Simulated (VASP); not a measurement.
# AlC2 (R-3m) in VASP: further runs

AlC2 is run at these levels: PBE; tasks: single point, relaxation of cell and atoms.

Program: VASP 6.6.1. These are calculated values, not measurements. Logs are shortened: lines on timing, memory, paths and dates and some standing lists are left out, and cuts for length are marked.

### 1 The cell of the first run

The structure is trigonal, space group R-3m (No. 166). The conventional cell has a = 2.565 Å, b = 2.565 Å, c = 15.317 Å, α = 90.00°, β = 90.00°, γ = 120.00°. Within 3.3 Å of Al (site symmetry -3m) lie 8 C at 2.47 to 3.02 Å and 6 Al at 2.56 Å. C (site symmetry 3m) has 3 C at 1.49 Å within 2.0 Å.

### 2 Single point, PBE

Contents of INCAR:

```
SYSTEM = AlC2
PREC = Accurate
ENCUT = 520
EDIFF = 1E-7
ISMEAR = 0
SIGMA = 0.1
LREAL = .False.
LASPH = .True.
NELM = 60
ALGO = Normal
ISIF = 2
LWAVE = .False.
LCHARG = .False.
GGA = PE
NBANDS = 12
```

Contents of KPOINTS:

```
Automatic mesh
0
Gamma
  6 6 6
  0 0 0
```

Contents of POSCAR:

```
AlC2
1.0
    1.2824644655      0.7404312044      5.1057359515
   -1.2824644655      0.7404312044      5.1057359515
    0.0000000000     -1.4808624087      5.1057359515
Al C
1 2
Direct
    0.0000000000      0.0000000000      0.0000000000
    0.8387241483      0.8387241483      0.8387241483
    0.1612758517      0.1612758517      0.1612758517
```

Potentials or basis: VASP PAW PBE potentials, release 64 (Al, C).

Run with:

```console
$ cat potpaw_PBE.64/Al/POTCAR potpaw_PBE.64/C/POTCAR > POTCAR
$ mpirun -np 1 vasp_std > vasp.out
```

OUTCAR:

```text
SYSTEM = AlC2
   PREC = Accurate
   ENCUT = 520
   EDIFF = 1E-7
   ISMEAR = 0
   LREAL = .False.
   LASPH = .True.
   NELM = 60
   ISIF = 2
   GGA = PE

 ion  position               nearest neighbor table
   1  0.000  0.000  0.000-   2 2.47   3 2.47
   2  0.839  0.839  0.839-   3 1.49   3 1.49   3 1.49   1 2.47
   3  0.161  0.161  0.161-   2 1.49   2 1.49   2 1.49   1 2.47

  LATTYP: Found a trigonal (rhomboedric) cell.
 ALAT       =     5.3161539745
 COS(alpha) =     0.8836073451

  Lattice vectors:

 A1 = (   1.2824644655,   0.7404312044,   5.1057359515)
 A2 = (  -1.2824644655,   0.7404312044,   5.1057359515)
 A3 = (   0.0000000000,  -1.4808624087,   5.1057359515)

Analysis of symmetry for initial positions (statically):
=====================================================================
 Subroutine PRICEL returns:
 Original cell was already a primitive cell.

 Routine SETGRP: Setting up the symmetry group for a
 trigonal (rhombohedral) supercell.

 Subroutine GETGRP returns: Found 12 space group operations
 (whereof 12 operations were pure point group operations)
 out of a pool of 12 trial point group operations.

The static configuration has the point symmetry D_3d.

Analysis of symmetry for dynamics (positions and initial velocities):
=====================================================================
 Subroutine PRICEL returns:
 Original cell was already a primitive cell.

 Routine SETGRP: Setting up the symmetry group for a
 trigonal (rhombohedral) supercell.

 Subroutine GETGRP returns: Found 12 space group operations
 (whereof 12 operations were pure point group operations)
 out of a pool of 12 trial point group operations.

The dynamic configuration has the point symmetry D_3d.

 Subroutine INISYM returns: Found 12 space group operations
 (whereof 12 operations are pure point group operations),
 and found     1 'primitive' translations

----------------------------------------------------------------------------------------

                                     Primitive cell

  volume of cell :      29.0897

  direct lattice vectors                    reciprocal lattice vectors
     1.282464465  0.740431204  5.105735951     0.389874350  0.225094061  0.065286050
    -1.282464465  0.740431204  5.105735951    -0.389874350  0.225094061  0.065286050
     0.000000000 -1.480862409  5.105735951     0.000000000 -0.450188122  0.065286050

  length of vectors
     5.316153974  5.316153974  5.316153974     0.454897366  0.454897366  0.454897366

  position of ions in fractional coordinates (direct lattice)
[... 87 lines left out ...]
   ISIF   =      2    stress and relaxation
   ISYM   =      2    0-nonsym 1-usesym 2-fastsym
   POTIM  = 0.5000    time-step for ionic-motion
   TEBEG  =    0.0;   TEEND  =   0.0 temperature during run
   PSTRESS=    0.0 pullay stress
   NELECT =      11.0000    total number of electrons
   NUPDOWN=      -1.0000    fix difference up-down
   EMIN   =  10.00;   EMAX   =-10.00  energy-range for DOS
   EFERMI =   0.00;   METHOD = LEGACY
   ISMEAR =     0;   SIGMA  =   0.10  broadening in eV -4-tet -1-fermi 0-gaus
   EFERMI_NEDOS =   21; number of points for ismear=-14 and -15
   IALGO  =     38    algorithm
   IMIX   =      4    mixing-type and parameters
     AMIX     =   0.40;   BMIX     =  1.00
     AMIX_MAG =   1.60;   BMIX_MAG =  1.00
  volume/ion in A,a.u.               =       9.70        65.44
  Fermi-wavevector in a.u.,A,eV,Ry     =   1.183839  2.237131 19.068210  1.401474
  Thomas-Fermi vector in A             =   2.320065
   LORBIT       =      0    0 simple, 1 ext, 2 COOP (PROOUT), +10 PAW based schemes
   GGA     = PE    functional components
   LHFCALC =     F    Hartree Fock is set to
   AEXX    =    0.0000 exact exchange contribution
   IVDW    =     0    specifies the selected vdW correction
   LEPSILON=     F    determine dielectric tensor
   LRPA    =     F    only Hartree local field effects (RPA)
 non-spin polarized calculation
 Gauss-broadening in eV      SIGMA  =   0.10
  energy-cutoff  :      520.00
  volume of cell :       29.09
 maximum number of plane-waves:       804
   NGX = 19   NGY = 19   NGZ = 19

 number of electron      11.0000000 magnetization

 Free energy of the ion-electron system (eV)
  ---------------------------------------------------
  ext. energy  EPLUGINS =         0.00000000
  ---------------------------------------------------
  free energy    TOTEN  =       -21.08285594 eV

  energy without entropy =      -21.07947250  energy(sigma->0) =      -21.08116422

 E-fermi :   8.3917     XC(G=0): -11.2413

 val. band max:        8.3898237978   @ k =  -0.3333   0.5000   0.1667
 cond. band min:       8.5993073337   @ k =   0.5000   0.5000   0.0000
 fundamental gap:      0.2094835358
 Fermi energy:         8.3917260666

 k-point     1 :       0.0000    0.0000    0.0000
  band No.  band energies     occupation
      1     -11.1947      2.00000
      2      -0.8727      2.00000
      3      -0.7645      2.00000
      4       4.7744      2.00000
      5       4.7744      2.00000
      6      11.4619      0.00000
      7      14.6378      0.00000
      8      15.0908      0.00000
      9      15.0908      0.00000
     10      17.2691      0.00000
     11      19.7071      0.00000
     12      23.8939      0.00000
[... 331 lines left out ...]
 k-point    24 :      -0.3333    0.5000    0.1667
  band No.  band energies     occupation
      1      -6.9732      2.00000
      2      -3.3711      2.00000
      3       0.1275      2.00000
      4       2.4610      2.00000
      5       6.4727      2.00000
      6       8.3898      1.02146
      7      10.1563      0.00000
      8      12.8006      0.00000
      9      14.4646      0.00000
     10      16.7602      0.00000
     11      17.1335      0.00000
     12      19.8001      0.00000

 [... further k-points ...]
[... 5 lines left out ...]
  --------------------------------------------------------------------------------------
  -------------------------------------------------------------------------------------
  Total        0.0566092      0.0566092      0.0449922      0.0000000      0.0000000      0.0000000
  in kB        3.1178722      3.1178722      2.4780380      0.0000000      0.0000000      0.0000000
  external PRESSURE =       2.9045941 kB  Pullay stress =       0.0000000 kB

 VOLUME and BASIS-vectors are now :
 -----------------------------------------------------------------------------
  energy-cutoff  :      520.00
  volume of cell :       29.09
      direct lattice vectors                 reciprocal lattice vectors
     1.282464465  0.740431204  5.105735951     0.389874350  0.225094061  0.065286050
    -1.282464465  0.740431204  5.105735951    -0.389874350  0.225094061  0.065286050
     0.000000000 -1.480862409  5.105735951     0.000000000 -0.450188122  0.065286050

 POSITION                                       TOTAL-FORCE (eV/Angst)
 -----------------------------------------------------------------------------------
      0.00000      0.00000      0.00000        -0.000000     -0.000000      0.000000
      0.00000      0.00000     12.84691         0.000000      0.000000      0.007159
      0.00000      0.00000      2.47030         0.000000     -0.000000     -0.007159
 -----------------------------------------------------------------------------------
    total drift:                               -0.000000      0.000000     -0.000000

  FREE ENERGIE OF THE ION-ELECTRON SYSTEM (eV)
  ---------------------------------------------------
  free  energy   TOTEN  =       -21.0828559357 eV

  energy  without entropy=      -21.0794724976  energy(sigma->0) =      -21.08116422
```

OSZICAR:

```text
N       E                     dE             d eps       ncg     rms          rms(c)
DAV:   1     0.161058971516E+02    0.16106E+02   -0.47447E+03   768   0.735E+02
DAV:   2    -0.202061748778E+02   -0.36312E+02   -0.34081E+02   984   0.141E+02
DAV:   3    -0.218398200886E+02   -0.16336E+01   -0.16262E+01   992   0.275E+01
DAV:   4    -0.218511401603E+02   -0.11320E-01   -0.11315E-01   928   0.272E+00
DAV:   5    -0.218512758976E+02   -0.13574E-03   -0.13573E-03  1016   0.285E-01    0.572E+00
DAV:   6    -0.212035972182E+02    0.64768E+00   -0.18755E+00   900   0.666E+00    0.326E+00
DAV:   7    -0.211056342925E+02    0.97963E-01   -0.19820E-01   864   0.277E+00    0.181E+00
DAV:   8    -0.210825453045E+02    0.23089E-01   -0.65347E-02   916   0.151E+00    0.262E-01
DAV:   9    -0.210828294809E+02   -0.28418E-03   -0.23493E-03   936   0.316E-01    0.944E-02
DAV:  10    -0.210828368591E+02   -0.73781E-05   -0.11201E-04   920   0.746E-02    0.595E-02
DAV:  11    -0.210828566803E+02   -0.19821E-04   -0.66353E-05   948   0.567E-02    0.809E-03
DAV:  12    -0.210828559118E+02    0.76849E-06   -0.43858E-06   912   0.133E-02    0.329E-03
DAV:  13    -0.210828559357E+02   -0.23860E-07   -0.77633E-07   948   0.575E-03
   1 F= -.21082856E+02 E0= -.21081164E+02  d E =-.338344E-02
```

stdout:

```text
POSCAR found type information on POSCAR AlC
 POSCAR found :  2 types and       3 ions
 scaLAPACK will be used
 LDA part: xc-table for (Slater+PW92), standard interpolation
 POSCAR, INCAR and KPOINTS ok, starting setup
 FFT: planning ... GRIDC
 FFT: planning ... GRID_SOFT
 FFT: planning ... GRID
 WAVECAR not read
 entering main loop
```

Run time: 53 s. Hardware: 1 thread of AMD EPYC 7R13, shared host; peak memory 0.22 GiB.

What came out:

* Free energy: -21.0829 eV
* Pressure: 0.3 GPa
* Largest force: 0.007 eV/Å
* Band gap on the k mesh: zero (an odd number of electrons rules out a gap without spin polarisation)

Forces on the atoms (eV/Å):
```
Al   0.000  0.000  0.000
C    0.000  0.000  0.007
C    0.000  0.000 -0.007
```

Levels at points of the mesh, in eV from the Fermi level:
```
           k point  band 1  band 2  band 3  band 4  band 5  band 6  band 7  band 8  band 9  band 10
(0.00, 0.00, 0.00)  -19.59   -9.26   -9.16   -3.62   -3.62    3.07    6.25    6.70    6.70     8.88
(0.50, 0.00, 0.00)  -14.75  -13.33   -6.67   -4.58   -2.41   -2.40    0.79    5.22    6.37     8.29
(0.50, 0.50, 0.00)  -14.73  -13.32   -6.67   -4.94   -3.64    0.21    0.69    5.13    6.06     7.19
(0.50, 0.50, 0.50)  -19.54  -11.28   -5.36   -3.62   -3.62   -1.35    6.69    6.69    8.65     8.79
```

Caveat: the k points lie up to 0.48 Å⁻¹ apart, too coarse for converged energies and pressures of a metal; an odd number of electrons without spin polarisation forces a metal; a magnetic or distorted state may lie lower.

### 3 Single point, PBE

This run uses another cell than the first one, of 10.40 Å³/atom.

Contents of INCAR:

```
PREC = Accurate ; ENCUT = 520
EDIFF = 1E-6 ; ISMEAR = 0
SIGMA = 0.1 ; LREAL = False
LASPH = True ; NELM = 60
ALGO = Normal ; ISIF = 2
LWAVE = False ; LCHARG = False
GGA = PE ; NBANDS = 12
```

Contents of KPOINTS:

```
Automatic mesh
0
Gamma
  6 6 6
```

Contents of POSCAR:

```
AlC2
1.0
    1.4395991631      0.8311529644      4.3479577407
   -1.4395991631      0.8311529644      4.3479577407
    0.0000000000     -1.6623059287      4.3479577407
Al C
1 2
Direct
    0.0000000000      0.0000000000      0.0000000000
    0.7500000000      0.7500000000      0.7500000000
    0.2500000000      0.2500000000      0.2500000000
```

Potentials or basis: VASP PAW PBE potentials, release 64 (Al, C).

Run with:

```console
$ cat potpaw_PBE.64/Al/POTCAR potpaw_PBE.64/C/POTCAR > POTCAR
$ mpirun -np 1 vasp_std > vasp.out
```

Wall time 35 s (1 thread of AMD EPYC 7R13, shared host); peak memory 0.19 GiB.

Results (log left out):

```
Free energy            : -14.4384 eV
Pressure               : 18.6 GPa
Largest force          : 1.382 eV/Å
Band gap on the k mesh : zero (an odd number of electrons rules out a gap without spin polarisation)
```

Forces in eV/Å, atoms in the order of the input:
```
Al   0.000  0.000  0.000
C    0.000  0.000  1.382
C    0.000  0.000 -1.382
```

Stress tensor (GPa, compression positive):
```
31.36  0.00  0.00
 0.00 31.36  0.00
 0.00  0.00 -6.83
```

Levels at points of the mesh, in eV from the Fermi level:
```csv
k point,band 3,band 4,band 5,band 6,band 7,band 8
"(0.00, 0.00, 0.00)",-5.18,0.76,0.76,2.20,2.20,3.31
"(0.50, 0.00, 0.00)",-4.55,-3.78,-0.94,-0.59,-0.54,0.54
"(0.50, 0.50, 0.00)",-6.00,-4.97,-1.17,0.42,1.43,2.04
"(0.50, 0.50, 0.50)",-0.54,-0.28,1.06,1.06,1.76,1.76
```

Caveat: the k points lie up to 0.43 Å⁻¹ apart, too coarse for converged energies and pressures of a metal; an odd number of electrons without spin polarisation forces a metal; a magnetic or distorted state may lie lower.

### 4 Relaxation of cell and atoms, PBE

This run uses another cell than the first one, of 10.40 Å³/atom.

Contents of INCAR:

```
PREC     = Accurate       # precision mode
ENCUT    = 600            # plane-wave cutoff, eV
EDIFF    = 1E-6           # SCF threshold, eV
ISMEAR   = 0              # smearing method
SIGMA    = 0.1            # smearing width, eV
LREAL    = False          # projectors in reciprocal space
LASPH    = True           # aspherical terms in the spheres
NELM     = 80             # most SCF steps
ALGO     = Normal         # electronic algorithm
ISIF     = 3              # what is computed and relaxed
LWAVE    = False          # write WAVECAR
LCHARG   = False          # write CHGCAR
GGA      = PE             # functional
IBRION   = 2              # ionic algorithm
NSW      = 90             # ionic steps
EDIFFG   = -0.04          # ionic threshold
```

KPOINTS is that of step 3.

POSCAR is that of step 3.

Run with:

```console
$ cat potpaw_PBE.64/Al/POTCAR potpaw_PBE.64/C/POTCAR > POTCAR
$ mpirun -np 1 vasp_std > vasp.out
```

Run time: 7.7 min. Hardware: 1 thread of AMD EPYC 7R13, shared host; peak memory 0.26 GiB.

Results (log left out):

```yaml
Free_energy: -16.7073 eV
Relaxed_volume: 9.71 Å³/atom
Relaxed_cell: a = 3.508 Å, b = 3.508 Å, c = 3.508 Å, α = 58.02°, β = 58.02°, γ = 58.02°
Space_group_after_relaxing_to_0.1_Å: R-3m (No. 166)
Pressure_after_relaxing: 0.2 GPa
Largest_force_after_relaxing: 0.005 eV/Å
Band_gap_on_the_k_mesh: zero (an odd number of electrons rules out a gap without spin polarisation)
```

Forces in eV/Å, atoms in the order of the input:
```
Al   0.000  0.000  0.000
C    0.000  0.000 -0.005
C    0.000  0.000  0.005
```

Stress tensor (GPa, compression positive):
```
0.07 0.00 0.00
0.00 0.07 0.00
0.00 0.00 0.47
```

Final structure:
```
Al C
1.0
     1.70122    0.98220    2.90633
    -1.70122    0.98220    2.90633
     0.00000   -1.96440    2.90633
Al C
1 2
Direct
  0.00000 0.00000 0.00000
  0.75567 0.75567 0.75567
  0.24433 0.24433 0.24433
```

Levels at points of the mesh, in eV from the Fermi level:
| k point | band 1 | band 2 | band 3 | band 4 | band 5 | band 6 | band 7 | band 8 | band 9 |
| --- | --- | --- | --- | --- | --- | --- | --- | --- | --- |
| (0.00, 0.00, 0.00) | -15.41 | -4.95 | -2.99 | -2.50 | -2.50 | 1.46 | 1.77 | 1.77 | 7.17 |
| (0.50, 0.00, 0.00) | -11.93 | -11.41 | -2.33 | -1.69 | -1.51 | -1.34 | -1.30 | -0.10 | 10.33 |
| (0.50, 0.50, 0.00) | -11.68 | -8.39 | -7.88 | -5.20 | -4.78 | 2.96 | 3.13 | 3.93 | 4.52 |
| (0.50, 0.50, 0.50) | -11.99 | -11.84 | -1.83 | -1.83 | -1.16 | -0.97 | -0.97 | 0.37 | 10.77 |

Caveat: the k points lie up to 0.38 Å⁻¹ apart in the final cell, too coarse for converged energies and pressures of a metal; a cell axis changed by over 15 % at a fixed basis, so the end point is rough; an odd number of electrons without spin polarisation forces a metal; a magnetic or distorted state may lie lower.

### 5 Single point, PBE

This run uses another cell than the first one, of 9.57 Å³/atom.

Contents of INCAR:

```
  ALGO = Normal
  EDIFF = 1E-6
  ENCUT = 520
  GGA = PE
  ISIF = 2
  ISMEAR = 0
  LASPH = True
  LCHARG = False
  LREAL = False
  LWAVE = False
  NBANDS = 12
  NELM = 80
  PREC = Accurate
  SIGMA = 0.1
```

Contents of KPOINTS:

```
k-points
0
Gamma
  24 24 24
```

Contents of POSCAR:

```
AlC2
1.0
    1.2863665480      0.7426840728      5.0103589132
   -1.2863665480      0.7426840728      5.0103589132
    0.0000000000     -1.4853681456      5.0103589132
Al C
1 2
Direct
    0.0000000000      0.0000000000      0.0000000000
    0.8398567767      0.8398567767      0.8398567767
    0.1601432233      0.1601432233      0.1601432233
```

Run with:

```console
$ cat potpaw_PBE.64/Al/POTCAR potpaw_PBE.64/C/POTCAR > POTCAR
$ mpirun -np 1 vasp_std > vasp.out
```

It took 30 min on 1 thread of AMD EPYC 7R13, shared host; peak memory 0.58 GiB.

It converged, with:

```yaml
Free_energy: -21.0703 eV
Pressure: 0.2 GPa
Largest_force: 0.009 eV/Å
Band_gap_on_the_k_mesh: zero (an odd number of electrons rules out a gap without spin polarisation)
```

Forces in eV/Å, atoms in the order of the input:
```
Al   0.000  0.000  0.000
C    0.000  0.000  0.009
C    0.000  0.000 -0.009
```

Stress tensor (GPa, compression positive):
```
 0.33  0.00  0.00
 0.00  0.33  0.00
 0.00  0.00 -0.04
```

Levels at points of the mesh, in eV from the Fermi level:
| k point | band 3 | band 4 | band 5 | band 6 | band 7 | band 8 |
| --- | --- | --- | --- | --- | --- | --- |
| (0.00, 0.00, 0.00) | -9.26 | -3.61 | -3.61 | 3.51 | 5.91 | 6.55 |
| (0.50, 0.00, 0.00) | -6.64 | -4.80 | -2.72 | -2.55 | 0.77 | 5.05 |
| (0.50, 0.50, 0.00) | -6.64 | -5.22 | -3.88 | -0.02 | 0.73 | 4.96 |
| (0.50, 0.50, 0.50) | -5.20 | -3.61 | -3.61 | -1.34 | 6.54 | 6.54 |

Caveat: an odd number of electrons without spin polarisation forces a metal; a magnetic or distorted state may lie lower.

### 6 Overview

```tsv
task	cell	k mesh	cutoff (eV)	gap on the mesh (eV)	pressure (GPa)	largest force (eV/Å)
single point	a = 5.316 Å, angles 27.9°, 3 atoms, atomic positions A	6 × 6 × 6	520	none	0.3	0.01
single point	a = 4.655 Å, angles 36.0°, 3 atoms, atomic positions B	6 × 6 × 6	520	none	18.6	1.38
relaxation of cell and atoms	relaxed from a = 4.655 Å, angles 36.0°, 3 atoms, atomic positions B	6 × 6 × 6	600	none	0.2	-
single point	a = 5.226 Å, angles 28.5°, 3 atoms, atomic positions C	24 × 24 × 24	520	none	0.2	0.01
```

Alike in all rows: level PBE; potentials or basis VASP PAW PBE potentials, release 64 (Al, C); no spin polarisation; smearing gaussian 0.1 eV.

Caveats: some runs use coarse meshes; an odd number of electrons without spin polarisation forces a metal; a magnetic or distorted state may lie lower; a cell axis changed by over 15 % at a fixed basis, so the end point is rough (at least some runs).

Absolute energies hang on the potentials; compare differences alone.

The gap in the log of VASP goes by the Fermi energy; the results here count the filled bands.